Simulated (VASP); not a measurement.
# TaS2 (P-3m1) in VASP: further runs, part 2 of 3

VASP 6.6.1. The steps go on from the part before.

## 3. Electric field gradients, PBE (equal xx and yy strain of +3 %)

Input file INCAR:

```
PREC = Accurate ; ENCUT = 400
EDIFF = 1E-8 ; ISMEAR = -1
SIGMA = 0.03 ; LREAL = F
LASPH = T ; NELM = 120
ALGO = Normal ; ISIF = 2
LWAVE = F ; LCHARG = F
GGA = PE ; LEFG = T
NBANDS = 18 ; GGA_COMPAT = F
```

Input file KPOINTS:

```
Automatic mesh
0
Gamma
  9 9 5
```

Input file POSCAR:

```
TaS2
1.0
    3.4505021842      0.0000000000      0.0000000000
   -1.7252510921      2.9882225474      0.0000000000
    0.0000000000      0.0000000000      5.8600000000
Ta S
1 2
Direct
    0.0000000000      0.0000000000      0.0000000000
    0.3333333333      0.6666666667      0.2500000000
    0.6666666667      0.3333333333      0.7500000000
```

Potentials or basis: VASP PAW PBE potentials, release 64 (Ta_pv, S).

Started as:

```bash
> cat potpaw_PBE.64/Ta_pv/POTCAR potpaw_PBE.64/S/POTCAR > POTCAR
> mpirun -np 1 vasp_std > vasp.out
```

OUTCAR:

```text
PREC = Accurate
   ENCUT = 400
   EDIFF = 1E-8
   ISMEAR = -1
   LREAL = F
   LASPH = T
   NELM = 120
   ISIF = 2
   GGA = PE

 ion  position               nearest neighbor table
   1  0.000  0.000  0.000-   2 2.47   3 2.47   3 2.47   2 2.47   3 2.47   2 2.47
   2  0.333  0.667  0.250-   1 2.47   1 2.47   1 2.47
   3  0.667  0.333  0.750-   1 2.47   1 2.47   1 2.47

  LATTYP: Found a hexagonal cell.
 ALAT       =     3.4505021842
 C/A-ratio  =     1.6983035185

  Lattice vectors:

 A1 = (   3.4505021842,   0.0000000000,   0.0000000000)
 A2 = (  -1.7252510921,   2.9882225474,   0.0000000000)
 A3 = (   0.0000000000,   0.0000000000,   5.8600000000)

Analysis of symmetry for initial positions (statically):
=====================================================================
 Subroutine PRICEL returns:
 Original cell was already a primitive cell.

 Routine SETGRP: Setting up the symmetry group for a
 hexagonal supercell.

 Subroutine GETGRP returns: Found 12 space group operations
 (whereof 12 operations were pure point group operations)
 out of a pool of 24 trial point group operations.

The static configuration has the point symmetry D_3d.

Analysis of symmetry for dynamics (positions and initial velocities):
=====================================================================
 Subroutine PRICEL returns:
 Original cell was already a primitive cell.

 Routine SETGRP: Setting up the symmetry group for a
 hexagonal supercell.

 Subroutine GETGRP returns: Found 12 space group operations
 (whereof 12 operations were pure point group operations)
 out of a pool of 24 trial point group operations.

The dynamic configuration has the point symmetry D_3d.

[... 156 lines left out ...]
  band No.  band energies     occupation
      1     -30.3435      2.00000
      2     -30.3435      2.00000
      3     -30.3098      2.00000
      4      -9.6944      2.00000
      5      -7.7651      2.00000
      6      -1.5138      2.00000
[... 481 lines left out ...]
      5      -7.8636      2.00000
      6      -0.5302      2.00000
[... 10 lines left out ...]
     17      11.5654      0.00000
     18      12.3483      0.00000

 [... further k-points ...]
[... 5 lines left out ...]
  --------------------------------------------------------------------------------------
  -------------------------------------------------------------------------------------
  Total       -0.6189488     -0.6189488      2.0692106      0.0000000      0.0000000      0.0000000
  in kB      -16.4124124    -16.4124124     54.8684146      0.0000000      0.0000000      0.0000000
  external PRESSURE =       7.3478633 kB  Pullay stress =       0.0000000 kB

 VOLUME and BASIS-vectors are now :
 -----------------------------------------------------------------------------
  energy-cutoff  :      400.00
  volume of cell :       60.42
      direct lattice vectors                 reciprocal lattice vectors
     3.450502184  0.000000000  0.000000000     0.289812887  0.167323548  0.000000000
    -1.725251092  2.988222547  0.000000000     0.000000000  0.334647097  0.000000000
     0.000000000  0.000000000  5.860000000     0.000000000  0.000000000  0.170648464

 POSITION                                       TOTAL-FORCE (eV/Angst)
 -----------------------------------------------------------------------------------
      0.00000      0.00000      0.00000         0.000000      0.000000      0.000000
     -0.00000      1.99215      1.46500        -0.000000      0.000000      0.458481
      1.72525      0.99607      4.39500         0.000000      0.000000     -0.458481
 -----------------------------------------------------------------------------------
    total drift:                               -0.000000      0.000000      0.000000

  FREE ENERGIE OF THE ION-ELECTRON SYSTEM (eV)
  ---------------------------------------------------
  free  energy   TOTEN  =       -23.0744714836 eV

  energy  without entropy=      -23.0669737844  energy(sigma->0) =      -23.07072263

 Electric field gradients (V/A^2)
---------------------------------------------------------------------
 ion       V_xx      V_yy      V_zz      V_xy      V_xz      V_yz
---------------------------------------------------------------------
   1      59.577    59.576  -119.152    -0.001    -0.000     0.000
   2       9.194     9.193   -18.388    -0.001     0.000    -0.000
   3       9.194     9.193   -18.388    -0.001     0.000    -0.000
---------------------------------------------------------------------

 Electric field gradients after diagonalization (V/A^2)
 (convention: |V_zz| > |V_xx| > |V_yy|)
----------------------------------------------------------------------
 ion       V_xx      V_yy      V_zz     asymmetry (V_yy - V_xx)/ V_zz
----------------------------------------------------------------------
   1      59.577    59.575  -119.152       0.000
   2       9.195     9.193   -18.388       0.000
   3       9.195     9.193   -18.388       0.000
----------------------------------------------------------------------

           NMR quadrupolar parameters

 Cq : quadrupolar parameter    Cq=e*Q*V_zz/h
 eta: asymmetry parameters     (V_yy - V_xx)/ V_zz
 Q  : nuclear electric quadrupole moment in mb (millibarn)
----------------------------------------------------------------------
 ion       Cq(MHz)       eta       Q (mb)
----------------------------------------------------------------------
   1      -0.288       0.000       1.000
   2      -0.044       0.000       1.000
   3      -0.044       0.000       1.000
----------------------------------------------------------------------
```

OSZICAR:

```text
N       E                     dE             d eps       ncg     rms          rms(c)
DAV:   1     0.127820723156E+03    0.12782E+03   -0.99294E+03  1808   0.932E+02
DAV:   2    -0.190903139451E+02   -0.14691E+03   -0.14392E+03  2344   0.256E+02
DAV:   3    -0.247455229168E+02   -0.56552E+01   -0.56157E+01  2354   0.492E+01
DAV:   4    -0.248068977572E+02   -0.61375E-01   -0.61322E-01  2380   0.565E+00
DAV:   5    -0.248079578227E+02   -0.10601E-02   -0.10600E-02  2322   0.714E-01    0.185E+01
DAV:   6    -0.231765188669E+02    0.16314E+01   -0.63891E+00  2024   0.154E+01    0.962E+00
DAV:   7    -0.230855858061E+02    0.90933E-01   -0.58960E-01  1964   0.460E+00    0.460E+00
DAV:   8    -0.230767373984E+02    0.88484E-02   -0.12800E-01  2246   0.220E+00    0.908E-01
DAV:   9    -0.230744581825E+02    0.22792E-02   -0.10506E-02  2128   0.686E-01    0.470E-01
DAV:  10    -0.230744586565E+02   -0.47406E-06   -0.18349E-03  2266   0.255E-01    0.149E-01
DAV:  11    -0.230744437463E+02    0.14910E-04   -0.19378E-04  2172   0.840E-02    0.402E-02
DAV:  12    -0.230744705188E+02   -0.26772E-04   -0.36828E-05  2126   0.405E-02    0.151E-02
DAV:  13    -0.230744711259E+02   -0.60719E-06   -0.55637E-06  2068   0.145E-02    0.121E-02
DAV:  14    -0.230744713604E+02   -0.23446E-06   -0.12237E-06  2208   0.649E-03    0.259E-03
DAV:  15    -0.230744714687E+02   -0.10827E-06   -0.28000E-08  2308   0.111E-03    0.110E-03
DAV:  16    -0.230744714893E+02   -0.20640E-07   -0.12737E-08  1424   0.618E-04    0.260E-04
DAV:  17    -0.230744714775E+02    0.11799E-07   -0.12219E-09   976   0.260E-04    0.303E-04
DAV:  18    -0.230744714836E+02   -0.60847E-08   -0.24455E-10   942   0.123E-04
   1 F= -.23074471E+02 E0= -.23070723E+02  d E =-.749770E-02
```

It took 40 s on 1 thread of Intel Xeon Platinum 8488C (Sapphire Rapids), shared host; peak memory 0.18 GiB.

What came out:

```yaml
Free_energy: -23.0745 eV
Pressure: 0.7 GPa
Largest_force: 0.458 eV/Å
```

Forces on the atoms (eV/Å):
```
Ta   0.000  0.000  0.000
S    0.000  0.000  0.458
S    0.000  0.000 -0.458
```

Stress tensor (GPa, compression positive):
```
-1.64  0.00  0.00
 0.00 -1.64  0.00
 0.00  0.00  5.49
```

Levels at points of the mesh, in eV from the Fermi level:
| k point | band 9 | band 10 | band 11 | band 12 | band 13 | band 14 | band 15 | band 16 |
| --- | --- | --- | --- | --- | --- | --- | --- | --- |
| (0.00, 0.00, 0.00) | -1.23 | -0.97 | -0.97 | -0.02 | -0.02 | 0.44 | 3.84 | 3.84 |

Electric field gradients, principal values (V/Å²):
```csv
atom,least,middle,greatest (by size)
1 Ta,59.575,59.577,-119.152
2 S,9.193,9.195,-18.388
3 S,9.193,9.195,-18.388
```

Caveat: the cell differs from its parent crystal (equal xx and yy strain of +3 %); without QUAD_EFG the Cq values of the log hold for a quadrupole moment of 1 mb, not for the nuclei; spin-orbit coupling is left out, which moves the levels of the heavy elements; this functional lacks dispersion, which binds the layers, so the pressure and a relaxed spacing across them are unreliable.

(Continued in part 3 of 3.)
